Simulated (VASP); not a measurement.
Wanted: the native input for a VASP 6.6.1 run.

- Task: single point
- Functional: r2SCAN
- Potentials or basis: VASP PAW PBE potentials, release 64 (Ba_sv, S)
- Cutoff: 520 eV
- k mesh: 6 × 6 × 6
- Occupations: gaussian, width 0.05 eV
- Spin: no spin polarisation
- Dipole correction: no
- Further INCAR settings: ALGO = Normal; EDIFF = 1e-06; NBANDS = 15

The system is BaS.

```xyz
2
Lattice="0.0000 3.1938 3.1938 3.1938 0.0000 3.1938 3.1938 3.1938 0.0000" Properties=species:S:1:pos:R:3 pbc="T T T"
Ba    0.0000    0.0707    0.0707
S     3.1938    3.1938    3.1938
```

This cell differs from its parent crystal: all Ba atoms moved -0.100 Å, as atom 1 towards its neighbour atom 1 (Ba) at 4.517 Å.

These files were run (other wordings do the same):

POSCAR

```
BaS
1.0
    0.0000000000      3.1937500000      3.1937500000
    3.1937500000      0.0000000000      3.1937500000
    3.1937500000      3.1937500000      0.0000000000
Ba S
1 1
Direct
    0.0221403297      0.0000000000      0.0000000000
    0.5000000000      0.5000000000      0.5000000000
```

INCAR.step1

```
SYSTEM = BaS
ALGO = Normal
EDIFF = 1E-4
ENCUT = 520
GGA = PE
ISMEAR = 0
LASPH = .TRUE.
LCHARG = .FALSE.
LREAL = .FALSE.
LWAVE = .TRUE.
NBANDS = 15
NELM = 100
PREC = Accurate
SIGMA = 0.05
```

INCAR.step2

```
SYSTEM = BaS
ALGO = Normal
EDIFF = 1E-6
ENCUT = 520
ISIF = 2
ISMEAR = 0
ISTART = 1
LASPH = .TRUE.
LCHARG = .FALSE.
LMIXTAU = .TRUE.
LREAL = .FALSE.
LWAVE = .FALSE.
METAGGA = R2SCAN
NBANDS = 15
NELM = 100
PREC = Accurate
SIGMA = 0.05
```

KPOINTS

```
k-points
0
G
  6 6 6
  0 0 0
```

Potentials or basis: VASP PAW PBE potentials, release 64 (Ba_sv, S).

Run with:

```console
$ cat potpaw_PBE.64/Ba_sv/POTCAR potpaw_PBE.64/S/POTCAR > POTCAR
$ cp INCAR.step1 INCAR
$ mpirun -np 1 vasp_std > vasp.out
$ cp INCAR.step2 INCAR
$ mpirun -np 1 vasp_std > vasp.out
```

Results of the run:

```yaml
Pressure: 1.5 GPa
Largest_force: 0.242 eV/Å
Band_gap_on_the_k_mesh: 2.50 eV (least direct gap 2.62 eV)
```

Caveat: the cell differs from its parent crystal (all Ba atoms moved -0.100 Å, as atom 1 towards its neighbour atom 1 (Ba) at 4.517 Å); the PAW data sets were made with another functional, which shifts forces and pressure a little; spin-orbit coupling is left out, which moves the levels of the heavy elements.

It took 3.8 min on 1 thread of Intel Xeon 8259CL, with other jobs on the host, peak memory 0.24 GiB.
